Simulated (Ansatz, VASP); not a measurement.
# Two plane-wave programs on Ta3H

File INCAR:

```
SYSTEM = Ta3H
PREC = Accurate
ENCUT = 520
EDIFF = 1E-6
ISMEAR = 0
SIGMA = 0.1
LREAL = .FALSE.
LASPH = .TRUE.
NELM = 60
ALGO = Normal
ISIF = 2
LWAVE = .FALSE.
LCHARG = .TRUE.
LDIPOL = .TRUE.
IDIPOL = 3
DIPOL = 0.5 0.5 0.344
GGA = CA
LELF = .TRUE.
LVHAR = .TRUE.
LVACPOTAV = .TRUE.
NBANDS = 44
```

File KPOINTS:

```
Automatic mesh
0
G
  6 6 1
  0 0 0
```

File POSCAR:

```
Ta3H
1.0
    4.6002247492      0.0000000000      0.0000000000
   -2.3001123746      3.9839114959      0.0000000000
    0.0000000000      0.0000000000     22.4017722044
Ta H
6 2
Direct
    0.6666666667      0.3333333333      0.1785573018
    0.3333333333      0.6666666667      0.2204743848
    0.0000000000      0.0000000000      0.2623914678
    0.6666666667      0.3333333333      0.3016814391
    0.3333333333      0.6666666667      0.3385386112
    0.0000000000      0.0000000000      0.3750494438
    0.2049700398      0.6666666667      0.5357510154
    0.4616966269      0.6666666667      0.5357510154
```

Input for Ansatz:

```yaml
crystal:
  lattice:
    - [4.6002247492, 0.0, 0.0]
    - [-2.3001123746, 3.9839114959, 0.0]
    - [0.0, 0.0, 22.4017722044]
  atoms:
    - { symbol: Ta, position: [0.6666666667, 0.3333333333, 0.1785573018] }
    - { symbol: Ta, position: [0.3333333333, 0.6666666667, 0.2204743848] }
    - { symbol: Ta, position: [0.0, 0.0, 0.2623914678] }
    - { symbol: Ta, position: [0.6666666667, 0.3333333333, 0.3016814391] }
    - { symbol: Ta, position: [0.3333333333, 0.6666666667, 0.3385386112] }
    - { symbol: Ta, position: [0.0, 0.0, 0.3750494438] }
    - { symbol: H, position: [0.2049700398, 0.6666666667, 0.5357510154] }
    - { symbol: H, position: [0.4616966269, 0.6666666667, 0.5357510154] }
basis:
  ecutwfc: 420
kpoints:
  mp_grid: { grid: [6, 6, 1] }
hamiltonian:
  xc: lda
  pseudopotentials: { kind: paw, azcp: { folder: soft_1 } }
scf:
  occupations: { method: gaussian, width: 0.1 }
output:
  forces: true
  eigenvalues: true
efield:
  axis: 3
  dipole_correction: true
  ramp_width: 0.04
```

Alike in both runs: task single point; functional LDA; k mesh 6 × 6 × 1; occupations gaussian, width 0.1 eV; no spin polarisation.

|  | VASP | Ansatz |
| --- | --- | --- |
| version | VASP 6.6.1 | Ansatz 0.2.0 |
| potentials or method | VASP PAW LDA potentials, release 64 (Ta_pv, H), cutoff 520 eV | scalar-relativistic, plane waves, PAW |
| valence electrons in the cell | 68 | 80 |

```csv
,VASP,Ansatz,Ansatz less VASP
gap on the k mesh at the Fermi level (eV),none,none,-
rms of the force components (eV/Å),1.396,1.397,+0.0010
"work function, face that differs most (eV)",3.97,3.96,-0.008
```

Ansatz warns that its potentials were made for another functional, while VASP's fit it. LDA's correlation is that of Perdew and Zunger in VASP and of Perdew and Wang (1992) in Ansatz. Atom by atom the forces differ by 0.026 eV/Å (rms over components). A gap of «none» marks a metal or a gap that the smearing closes. VASP's potentials hold 68 valence electrons a cell and Ansatz's 80, so a difference there can come from the potentials and not from the codes. Ansatz's warnings: vacuum below fermi.

Neither program's run includes spin-orbit coupling.
